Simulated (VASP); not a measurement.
# HfN (Fm-3m) in VASP: further runs

Runs on HfN. Level: PBEsol. Tasks: relaxation of cell and atoms.

Program: VASP 6.6.1. These are calculated values, not measurements. Logs are shortened: lines on timing, memory, paths and dates and some standing lists are left out, and cuts for length are marked.

## 1. The cell of the first run

It takes space group Fm-3m (No. 225, cubic). The conventional cell has a = 4.502 Å, b = 4.502 Å, c = 4.502 Å, α = 90.00°, β = 90.00°, γ = 90.00°. Within 3.0 Å of Hf (site symmetry m-3m) lie 6 N at 2.25 Å. N (site symmetry m-3m) has 6 Hf at 2.25 Å within 3.0 Å.

## 2. Relaxation of cell and atoms, PBEsol, target pressure 1 GPa, at which the enthalpy is minimised

The input, INCAR:

```
PREC = Accurate ; ENCUT = 600
EDIFF = 1E-6 ; ISMEAR = -1
SIGMA = 0.05 ; LREAL = False
LASPH = True ; NELM = 80
ALGO = Normal ; ISIF = 3
LWAVE = False ; LCHARG = False
GGA = PS ; IBRION = 2
NSW = 100 ; EDIFFG = -0.002
PSTRESS = 10.0
```

The input, KPOINTS:

```
regular mesh
0
Gamma
  18 18 18
```

The input, POSCAR:

```
HfN
1.0
    0.0000000000      2.2509011588      2.2509011588
    2.2509011588      0.0000000000      2.2509011588
    2.2509011588      2.2509011588      0.0000000000
Hf N
1 1
Direct
    0.0000000000      0.0000000000      0.0000000000
    0.5000000000      0.5000000000      0.5000000000
```

Potentials or basis: VASP PAW PBE potentials, release 64 (Hf_pv, N).

The run is started by

```
$ cat potpaw_PBE.64/Hf_pv/POTCAR potpaw_PBE.64/N/POTCAR > POTCAR
$ mpirun -np 1 vasp_std > vasp.out
```

OUTCAR:

```text
PREC = Accurate
   ENCUT = 600
   EDIFF = 1E-6
   ISMEAR = -1
   LREAL = False
   LASPH = True
   NELM = 80
   ISIF = 3
   GGA = PS
   IBRION = 2
   NSW = 100
   EDIFFG = -0.002
   PSTRESS = 10.0

 ion  position               nearest neighbor table
   1  0.000  0.000  0.000-   2 2.25   2 2.25   2 2.25   2 2.25   2 2.25   2 2.25
   2  0.500  0.500  0.500-   1 2.25   1 2.25   1 2.25   1 2.25   1 2.25   1 2.25

  LATTYP: Found a face centered cubic cell.
 ALAT       =     4.5018023176

  Lattice vectors:

 A1 = (   0.0000000000,   2.2509011588,   2.2509011588)
 A2 = (   2.2509011588,   0.0000000000,   2.2509011588)
 A3 = (   2.2509011588,   2.2509011588,   0.0000000000)

Analysis of symmetry for initial positions (statically):
=====================================================================
 Subroutine PRICEL returns:
 Original cell was already a primitive cell.

 Routine SETGRP: Setting up the symmetry group for a
 face centered cubic supercell.

 Subroutine GETGRP returns: Found 48 space group operations
 (whereof 48 operations were pure point group operations)
 out of a pool of 48 trial point group operations.

The static configuration has the point symmetry O_h .

Analysis of symmetry for dynamics (positions and initial velocities):
=====================================================================
 Subroutine PRICEL returns:
 Original cell was already a primitive cell.

 Routine SETGRP: Setting up the symmetry group for a
 face centered cubic supercell.

 Subroutine GETGRP returns: Found 48 space group operations
 (whereof 48 operations were pure point group operations)
 out of a pool of 48 trial point group operations.

The dynamic configuration has the point symmetry O_h .

 Subroutine INISYM returns: Found 48 space group operations
 (whereof 48 operations are pure point group operations),
 and found     1 'primitive' translations

----------------------------------------------------------------------------------------

                                     Primitive cell

  volume of cell :      22.8086

  direct lattice vectors                    reciprocal lattice vectors
     0.000000000  2.250901159  2.250901159    -0.222133255  0.222133255  0.222133255
     2.250901159  0.000000000  2.250901159     0.222133255 -0.222133255  0.222133255
     2.250901159  2.250901159  0.000000000     0.222133255  0.222133255 -0.222133255

[... 98 lines left out ...]
   ISMEAR =    -1;   SIGMA  =   0.05  broadening in eV -4-tet -1-fermi 0-gaus
   EFERMI_NEDOS =   21; number of points for ismear=-14 and -15
   IALGO  =     38    algorithm
   IMIX   =      4    mixing-type and parameters
     AMIX     =   0.40;   BMIX     =  1.00
     AMIX_MAG =   1.60;   BMIX_MAG =  1.00
  volume/ion in A,a.u.               =      11.40        76.96
  Fermi-wavevector in a.u.,A,eV,Ry     =   1.423657  2.690322 27.576294  2.026800
  Thomas-Fermi vector in A             =   2.544232
   LORBIT       =      0    0 simple, 1 ext, 2 COOP (PROOUT), +10 PAW based schemes
   GGA     = PS    functional components
   LHFCALC =     F    Hartree Fock is set to
   AEXX    =    0.0000 exact exchange contribution
   IVDW    =     0    specifies the selected vdW correction
   LEPSILON=     F    determine dielectric tensor
   LRPA    =     F    only Hartree local field effects (RPA)
 conjugate gradient relaxation of ions
 non-spin polarized calculation
  energy-cutoff  :      600.00
  volume of cell :       22.81
 maximum number of plane-waves:       778
 NGX is ok and might be reduce to    28
   NGX = 13   NGY = 13   NGZ = 13

--------------------------------------- Ionic step        1  -------------------------------------------

 number of electron      15.0000002 magnetization

 Free energy of the ion-electron system (eV)
  ---------------------------------------------------
  ext. energy  EPLUGINS =         0.00000000
  ---------------------------------------------------
  free energy    TOTEN  =       -22.99587844 eV

  energy without entropy =      -22.99066389  energy(sigma->0) =      -22.99327117

------------------------ aborting loop because EDIFF is reached ----------------------------------------

  FORCE on cell =-STRESS in cart. coord.  units (eV):
  Direction    XX          YY          ZZ          XY          YZ          ZX
  --------------------------------------------------------------------------------------
  -------------------------------------------------------------------------------------
  Total       -0.3302078     -0.3302078     -0.3302078     -0.0000000      0.0000000     -0.0000000
  in kB      -23.1952248    -23.1952248    -23.1952248     -0.0000000      0.0000000     -0.0000000
  external PRESSURE =     -33.1952248 kB  Pullay stress =      10.0000000 kB
[... 63 lines left out ...]
--------------------------------------- Ionic step        3  -------------------------------------------

 number of electron      15.0000002 magnetization

 Free energy of the ion-electron system (eV)
  ---------------------------------------------------
  ext. energy  EPLUGINS =         0.00000000
  ---------------------------------------------------
  free energy    TOTEN  =       -22.99699301 eV

  energy without entropy =      -22.99185138  energy(sigma->0) =      -22.99442220

 E-fermi :   8.3837     XC(G=0): -13.0103

 val. band max:        8.3623316276   @ k =   0.4444   0.2222   0.1111
 cond. band min:       8.3934834083   @ k =  -0.1111   0.0556   0.0000
 fundamental gap:      0.0311517808
 Fermi energy:         8.3837339428

 k-point     1 :       0.0000    0.0000    0.0000
  band No.  band energies     occupation
      1     -22.5750      2.00000
      2     -22.5750      2.00000
      3     -22.5750      2.00000
      4      -9.1743      2.00000
      5       5.3873      2.00000
      6       5.3873      2.00000
      7       5.3873      2.00000
      8       8.0127      1.99880
      9       8.0127      1.99880
     10       8.0127      1.99880
     11      10.4243      0.00000
[... 309 lines left out ...]
 k-point    24 :      -0.2222    0.0556    0.0000
  band No.  band energies     occupation
      1     -23.1016      2.00000
      2     -22.6555      2.00000
      3     -22.6060      2.00000
      4      -7.9074      2.00000
      5       1.9496      2.00000
      6       3.2068      2.00000
      7       3.5950      2.00000
      8       8.8182      0.00034
      9       9.3579      0.00000
     10      10.2562      0.00000
     11      12.5422      0.00000

 [... further k-points ...]

------------------------ aborting loop because EDIFF is reached ----------------------------------------

  FORCE on cell =-STRESS in cart. coord.  units (eV):
  Direction    XX          YY          ZZ          XY          YZ          ZX
  --------------------------------------------------------------------------------------
  -------------------------------------------------------------------------------------
  Total        0.1380397      0.1380397      0.1380397     -0.0000000     -0.0000000     -0.0000000
  in kB        9.8078142      9.8078142      9.8078142     -0.0000000     -0.0000000     -0.0000000
  external PRESSURE =      -0.1921858 kB  Pullay stress =      10.0000000 kB
[... 21 lines left out ...]
  energy  without entropy=      -22.9918513794  energy(sigma->0) =      -22.99442220

  enthalpy is  TOTEN    =       -22.8562483988 eV   P V=        0.1407446128

 reached required accuracy - stopping structural energy minimisation
```

It took 3.3 min on 1 thread of Intel Xeon Platinum 8259CL at 2.50GHz (Skylake/Cascade Lake), shared host; peak memory 0.21 GiB.

What came out:

| Item | Value |
| --- | --- |
| Free energy | -22.9970 eV |
| Relaxed volume | 11.27 Å³/atom |
| Relaxed cell | a = 3.171 Å, b = 3.171 Å, c = 3.171 Å, α = 60.00°, β = 60.00°, γ = 60.00° |
| Space group after relaxing (to 0.05 Å) | Fm-3m (No. 225) |
| Energy change on relaxing (the enthalpy is what falls) | -0.6 meV/atom |
| Ionic steps | 3 |
| Pressure after relaxing | 1.0 GPa |

Step by step:
| step | energy change (eV) | largest force (eV/Å) | pressure (GPa) | volume (Å³) |
| --- | --- | --- | --- | --- |
| 1 | 0.0000 | 0.0000 | -2.32 | 22.81 |
| 2 | 0.0132 | 0.0000 | 8.14 | 22.04 |
| 3 | -0.0011 | 0.0000 | 0.98 | 22.55 |

Final structure:
```
Hf N
1.0
     0.00000    2.24235    2.24235
     2.24235    0.00000    2.24235
     2.24235    2.24235    0.00000
Hf N
1 1
Direct
  0.00000 0.00000 0.00000
  0.50000 0.50000 0.50000
```

Caveat: the cell is relaxed towards a set pressure, so the enthalpy falls and the energy may rise; the PAW data sets were made with another functional, which shifts forces and pressure a little; spin-orbit coupling is left out, which moves the levels of the heavy elements.

## 3. Relaxation of cell and atoms, PBEsol, target pressure 2 GPa, at which the enthalpy is minimised

The input, INCAR:

```
SYSTEM = HfN
PREC = Accurate
ENCUT = 600
EDIFF = 1E-6
ISMEAR = -1
SIGMA = 0.05
LREAL = .FALSE.
LASPH = .TRUE.
NELM = 80
ALGO = Normal
ISIF = 3
LWAVE = .FALSE.
LCHARG = .FALSE.
GGA = PS
IBRION = 2
NSW = 100
EDIFFG = -0.002
PSTRESS = 20.0
```

The input, KPOINTS:

```
regular mesh
0
G
  18 18 18
  0 0 0
```

POSCAR is that of step 2.

Potentials or basis: VASP PAW PBE potentials, release 64 (Hf_pv, N).

The run is started by

```
$ cat potpaw_PBE.64/Hf_pv/POTCAR potpaw_PBE.64/N/POTCAR > POTCAR
$ mpirun -np 1 vasp_std > vasp.out
```

Run time: 4.4 min. Hardware: 1 thread of Intel Xeon Platinum 8259CL at 2.50GHz (Skylake/Cascade Lake), shared host; peak memory 0.22 GiB.

The run converged. Its results:

| Quantity | Value |
| --- | --- |
| Free energy | -22.9963 eV |
| Relaxed volume | 11.24 Å³/atom |
| Relaxed cell | a = 3.168 Å, b = 3.168 Å, c = 3.168 Å, α = 60.00°, β = 60.00°, γ = 60.00° |
| Space group after relaxing (to 0.05 Å) | Fm-3m (No. 225) |
| Energy change on relaxing (the enthalpy is what falls) | -0.2 meV/atom |
| Ionic steps | 5 |
| Pressure after relaxing | 2.0 GPa |

The path:
| step | energy change (eV) | largest force (eV/Å) | pressure (GPa) | volume (Å³) |
| --- | --- | --- | --- | --- |
| 1 | 0.0000 | 0.0000 | -2.32 | 22.81 |
| 2 | 0.0273 | 0.0000 | 11.63 | 21.81 |
| 3 | -0.0004 | 0.0000 | 1.96 | 22.48 |
| 4 | -0.0004 | 0.0000 | 2.03 | 22.47 |
| 5 | -0.0004 | 0.0000 | 1.99 | 22.48 |

Final structure:
```
Hf N
1.0
     0.00000    2.23989    2.23989
     2.23989    0.00000    2.23989
     2.23989    2.23989    0.00000
Hf N
1 1
Direct
  0.00000 0.00000 0.00000
  0.50000 0.50000 0.50000
```

Levels at points of the mesh, in eV from the Fermi level:
```csv
k point,band 5,band 6,band 7,band 8,band 9,band 10,band 11
"(0.00, 0.00, 0.00)",-3.00,-3.00,-3.00,-0.37,-0.37,-0.37,2.07
"(0.50, 0.00, 0.00)",-9.04,-6.29,-6.29,3.43,3.86,3.86,4.56
"(0.50, 0.50, 0.00)",-5.37,-3.95,-3.65,-3.65,4.24,5.76,5.93
```

Caveat: the cell is relaxed towards a set pressure, so the enthalpy falls and the energy may rise; the PAW data sets were made with another functional, which shifts forces and pressure a little; spin-orbit coupling is left out, which moves the levels of the heavy elements.

## 4. Relaxation of cell and atoms, PBEsol, target pressure 4 GPa, at which the enthalpy is minimised

The input, INCAR:

```
SYSTEM = HfN
ALGO     = Normal         ! electronic algorithm
EDIFF    = 1E-6           ! SCF threshold, eV
EDIFFG   = -0.002         ! ionic threshold
ENCUT    = 600            ! plane-wave cutoff, eV
GGA      = PS             ! functional
IBRION   = 2              ! ionic algorithm
ISIF     = 3              ! what is computed and relaxed
ISMEAR   = -1             ! smearing method
LASPH    = .TRUE.         ! aspherical terms in the spheres
LCHARG   = .FALSE.        ! write CHGCAR
LREAL    = .FALSE.        ! projectors in reciprocal space
LWAVE    = .FALSE.        ! write WAVECAR
NELM     = 60             ! most SCF steps
NSW      = 100            ! ionic steps
PREC     = Accurate       ! precision mode
PSTRESS  = 40.0         
SIGMA    = 0.05           ! smearing width, eV
```

The input, KPOINTS:

```
k-points
0
G
  18 18 18
  0 0 0
```

POSCAR is that of step 3.

The run is started by

```
$ cat potpaw_PBE.64/Hf_pv/POTCAR potpaw_PBE.64/N/POTCAR > POTCAR
$ mpirun -np 1 vasp_std > vasp.out
```

Wall time 5.1 min (1 thread of Intel Xeon Platinum 8259CL at 2.50GHz (Skylake/Cascade Lake), shared host); peak memory 0.22 GiB.

Results (log left out):

| Item | Value |
| --- | --- |
| Free energy | -22.9935 eV |
| Relaxed volume | 11.16 Å³/atom |
| Relaxed cell | a = 3.161 Å, b = 3.161 Å, c = 3.161 Å, α = 60.00°, β = 60.00°, γ = 60.00° |
| Space group after relaxing (to 0.05 Å) | Fm-3m (No. 225) |
| Energy change on relaxing (the enthalpy is what falls) | +1.2 meV/atom |
| Ionic steps | 6 |
| Pressure after relaxing | 4.0 GPa |

Step by step:
| step | energy change (eV) | largest force (eV/Å) | pressure (GPa) | volume (Å³) |
| --- | --- | --- | --- | --- |
| 1 | 0.0000 | 0.0000 | -2.32 | 22.81 |
| 2 | 0.0706 | 0.0000 | 19.13 | 21.36 |
| 3 | 0.0022 | 0.0000 | 3.91 | 22.33 |
| 4 | 0.0024 | 0.0000 | 4.04 | 22.32 |
| 5 | 0.0022 | 0.0000 | 3.94 | 22.33 |
| 6 | 0.0023 | 0.0000 | 3.99 | 22.33 |

Final structure:
```yaml
crystal:
  lattice:
    - [0.00000, 2.23492, 2.23492]
    - [2.23492, 0.00000, 2.23492]
    - [2.23492, 2.23492, 0.00000]
  atoms:
    - { symbol: Hf, position: [0.00000, 0.00000, 0.00000] }
    - { symbol: N, position: [0.50000, 0.50000, 0.50000] }
```

Levels at points of the mesh, in eV from the Fermi level:
```
           k point  band 4  band 5  band 6  band 7  band 8  band 9  band 10  band 11
(0.00, 0.00, 0.00)  -17.62   -3.01   -3.01   -3.01   -0.38   -0.38    -0.38     2.14
(0.50, 0.00, 0.00)  -14.65   -9.08   -6.33   -6.33    3.46    3.89     3.89     4.59
(0.50, 0.50, 0.00)  -16.49   -5.36   -3.98   -3.66   -3.66    4.28     5.82     5.83
```

Caveat: the cell is relaxed towards a set pressure, so the enthalpy falls and the energy may rise; the PAW data sets were made with another functional, which shifts forces and pressure a little; spin-orbit coupling is left out, which moves the levels of the heavy elements.

## 5. Relaxation of cell and atoms, PBEsol, target pressure 7 GPa, at which the enthalpy is minimised

The input, INCAR:

```
SYSTEM = HfN
PREC     = Accurate       ! precision mode
ENCUT    = 600            ! plane-wave cutoff, eV
EDIFF    = 1E-7           ! SCF threshold, eV
ISMEAR   = -1             ! smearing method
SIGMA    = 0.05           ! smearing width, eV
LREAL    = .FALSE.        ! projectors in reciprocal space
LASPH    = .TRUE.         ! aspherical terms in the spheres
NELM     = 60             ! most SCF steps
ALGO     = Normal         ! electronic algorithm
ISIF     = 3              ! what is computed and relaxed
LWAVE    = .FALSE.        ! write WAVECAR
LCHARG   = .FALSE.        ! write CHGCAR
GGA      = PS             ! functional
IBRION   = 2              ! ionic algorithm
NSW      = 100            ! ionic steps
EDIFFG   = -0.002         ! ionic threshold
PSTRESS  = 70.0
```

The input, KPOINTS:

```
Automatic mesh
0
G
  18 18 18
  0 0 0
```

POSCAR is that of step 4.

The run is started by

```
$ cat potpaw_PBE.64/Hf_pv/POTCAR potpaw_PBE.64/N/POTCAR > POTCAR
$ mpirun -np 1 vasp_std > vasp.out
```

It took 4.4 min on 1 thread of Intel Xeon Platinum 8259CL at 2.50GHz (Skylake/Cascade Lake), shared host; peak memory 0.22 GiB.

Results (log left out):

| Property | Result |
| --- | --- |
| Free energy | -22.9864 eV |
| Relaxed volume | 11.06 Å³/atom |
| Relaxed cell | a = 3.151 Å, b = 3.151 Å, c = 3.151 Å, α = 60.00°, β = 60.00°, γ = 60.00° |
| Space group after relaxing (to 0.05 Å) | Fm-3m (No. 225) |
| Energy change on relaxing (the enthalpy is what falls) | +4.8 meV/atom |
| Ionic steps | 4 |
| Pressure after relaxing | 7.0 GPa |

Step by step:
```tsv
step	energy change (eV)	largest force (eV/Å)	pressure (GPa)	volume (Å³)
1	0.0000	0.0000	-2.32	22.81
2	0.1757	0.0000	31.74	20.69
3	0.0089	0.0000	6.77	22.13
4	0.0095	0.0000	6.99	22.12
```

Final structure:
```xyz
2
Lattice="0.0000 2.2279 2.2279 2.2279 0.0000 2.2279 2.2279 2.2279 0.0000" Properties=species:S:1:pos:R:3 pbc="T T T"
Hf    2.2279    0.0000    2.2279
N     2.2279    2.2279    2.2279
```

Levels at points of the mesh, in eV from the Fermi level:
```tsv
k point	band 6	band 7	band 8	band 9	band 10	band 11
(0.00, 0.00, 0.00)	-3.02	-3.02	-0.38	-0.38	-0.38	2.06
(0.50, 0.00, 0.00)	-6.38	-6.38	3.50	3.94	3.94	4.64
(0.50, 0.50, 0.00)	-4.02	-3.66	-3.66	4.33	5.89	5.89
```

Caveat: the cell is relaxed towards a set pressure, so the enthalpy falls and the energy may rise; the PAW data sets were made with another functional, which shifts forces and pressure a little; spin-orbit coupling is left out, which moves the levels of the heavy elements.

## 6. The runs side by side

| cell | gap on the mesh (eV) | pressure (GPa) |
| --- | --- | --- |
| relaxed to 1 GPa | none | 1.0 |
| relaxed to 2 GPa | none | 2.0 |
| relaxed to 4 GPa | none | 4.0 |
| relaxed to 7 GPa | none | 7.0 |

Alike in all rows: task relaxation of cell and atoms; level PBEsol; potentials or basis VASP PAW PBE potentials, release 64 (Hf_pv, N); no spin polarisation; k mesh 18 × 18 × 18; cutoff (eV) 600; smearing fermi-dirac 0.05 eV.

Caveats: the cell is relaxed towards a set pressure, so the enthalpy falls and the energy may rise; the PAW data sets were made with another functional, which shifts forces and pressure a little; spin-orbit coupling is left out, which moves the levels of the heavy elements.

Absolute energies hang on the potentials; compare differences alone.
